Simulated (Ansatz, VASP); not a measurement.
# One calculation of NaI, two programs

File POSCAR:

```
NaI
1.0
    0.0000000000      3.2296282834      3.2296282834
    3.2296282834      0.0000000000      3.2296282834
    3.2296282834      3.2296282834      0.0000000000
Na I
1 1
Direct
    0.0000000000      0.0000000000      0.0000000000
    0.5000000000      0.5000000000      0.5000000000
```

The input INCAR.step1:

```
SYSTEM = NaI
PREC = Accurate ; ENCUT = 520
ISMEAR = 0 ; SIGMA = 0.01
LREAL = .False. ; LASPH = .True.
NELM = 80 ; NBANDS = 14
GGA = PE ; ALGO = Normal
EDIFF = 1E-4 ; LWAVE = .True.
LCHARG = .False.
```

Contents of INCAR.step2:

```
SYSTEM = NaI
PREC = Accurate ; ENCUT = 520
EDIFF = 1E-7 ; ISMEAR = 0
SIGMA = 0.01 ; LREAL = .False.
LASPH = .True. ; NELM = 80
ALGO = Normal ; ISIF = 2
LWAVE = .False. ; LCHARG = .True.
METAGGA = R2SCAN ; LMIXTAU = .True.
LELF = .True. ; LVHAR = .True.
NBANDS = 14 ; ISTART = 1
```

KPOINTS

```
Automatic mesh
0
Gamma
  6 6 6
  0 0 0
```

Input for Ansatz:

```yaml
crystal:
  lattice:
    - [0.0, 3.2296282834, 3.2296282834]
    - [3.2296282834, 0.0, 3.2296282834]
    - [3.2296282834, 3.2296282834, 0.0]
  atoms:
    - { symbol: Na, position: [0.0, 0.0, 0.0] }
    - { symbol: I, position: [0.5, 0.5, 0.5] }
kpoints:
  mp_grid: { grid: [6, 6, 6] }
hamiltonian:
  xc: r2scan
scf:
  occupations: { method: fixed }
  n_extra_bands: 4
output:
  forces: true
  stress: true
  eigenvalues: true
```

Alike in both runs: task single point; functional r2SCAN; k mesh 6 × 6 × 6; no spin polarisation.

```csv
,VASP,Ansatz
version,VASP 6.6.1,Ansatz 0.2.0
potentials or method,"VASP PAW PBE potentials, release 64 (Na_pv, I)","plane waves, PAW"
plane-wave cutoff (eV),520,500
occupations,"gaussian, width 0.01 eV",fixed
valence electrons in the cell,14,26
```

```tsv
	VASP	Ansatz	Ansatz less VASP
gap on the k mesh at the Fermi level (eV)	4.46	4.45	-0.009
pressure (GPa)	-0.1	0.0	+0.09
```

VASP's potentials were made for PBE, not for r2SCAN. VASP's potentials hold 14 valence electrons a cell and Ansatz's 26, so a difference there can come from the potentials and not from the codes.

Neither program's run includes spin-orbit coupling.
